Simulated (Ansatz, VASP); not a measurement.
**MoS2: VASP beside Ansatz**

File INCAR:

```
PREC = Accurate ; ENCUT = 600
EDIFF = 1E-6 ; ISMEAR = -1
SIGMA = 0.05 ; LREAL = False
LASPH = True ; NELM = 100
ALGO = Normal ; ISIF = 3
LWAVE = False ; LCHARG = False
GGA = RE ; IVDW = 12
IBRION = 2 ; NSW = 60
EDIFFG = -0.01
```

The input KPOINTS:

```
regular mesh
0
Gamma
  10 10 3
```

Contents of POSCAR:

```
MoS2
1.0
    3.1690000000      0.0000000000      0.0000000000
   -1.5845000000      2.7444345046      0.0000000000
    0.0000000000      0.0000000000     12.3240000000
Mo S
2 4
Direct
    0.6666666667      0.3333333333      0.7500000000
    0.3333333333      0.6666666667      0.2500000000
    0.6666666667      0.3333333333      0.3770000000
    0.3333333333      0.6666666667      0.8770000000
    0.6666666667      0.3333333333      0.1230000000
    0.3333333333      0.6666666667      0.6230000000
```

input.yaml

```yaml
crystal:
  lattice:
    - [3.169, 0.0, 0.0]
    - [-1.5845, 2.7444345046, 0.0]
    - [0.0, 0.0, 12.324]
  atoms:
    - { symbol: Mo, position: [0.6666666667, 0.3333333333, 0.75] }
    - { symbol: Mo, position: [0.3333333333, 0.6666666667, 0.25] }
    - { symbol: S, position: [0.6666666667, 0.3333333333, 0.377] }
    - { symbol: S, position: [0.3333333333, 0.6666666667, 0.877] }
    - { symbol: S, position: [0.6666666667, 0.3333333333, 0.123] }
    - { symbol: S, position: [0.3333333333, 0.6666666667, 0.623] }
hamiltonian:
  xc: revpbe
  pseudopotentials: { kind: paw }
  dispersion: d3bj
kpoints:
  mp_grid: { grid: [10, 10, 3] }
scf:
  occupations: { method: fermi_dirac, width: 0.05 }
output:
  forces: true
  stress: true
  write_density: true
  write_potential: true
  elf: true
  volumetric_format: npy
relax:
  f_tol: 0.01
  max_steps: 40
  cell: { stress_tol: 0.05 }
```

Alike in both runs: task relaxation of cell and atoms; functional revPBE; dispersion D3(BJ); k mesh 10 × 10 × 3; occupations fermi-dirac, width 0.05 eV; no spin polarisation.

|  | VASP | Ansatz |
| --- | --- | --- |
| version | VASP 6.6.1 | Ansatz 0.2.0 |
| potentials or method | VASP PAW PBE potentials, release 64 (Mo_sv, S) | Ansatz PAW |
| plane-wave cutoff (eV) | 600 | 420 |
| valence electrons in the cell | 52 | 52 |

Ansatz gave:

* gap on the k mesh at the Fermi level, each at its own relaxed structure (eV): 0.65
* relaxed volume (Å³/atom): 16.55
* relaxed cell length with the largest relative difference (Å): 11.722

Task: What did VASP give for the same quantities?

Result: gap on the k mesh at the Fermi level, each at its own relaxed structure (eV): 0.66; relaxed volume (Å³/atom): 16.52; relaxed cell length with the largest relative difference (Å): 11.705.

VASP's potentials were made for PBE, not for revPBE.

Noted on Ansatz's run: odd divisions of the mesh miss points on the zone boundary, where band edges often lie, so the gap on the mesh can be too wide; the plane-wave basis is chosen anew once the cell has moved, so the energies of steps on either side of that aren't comparable.
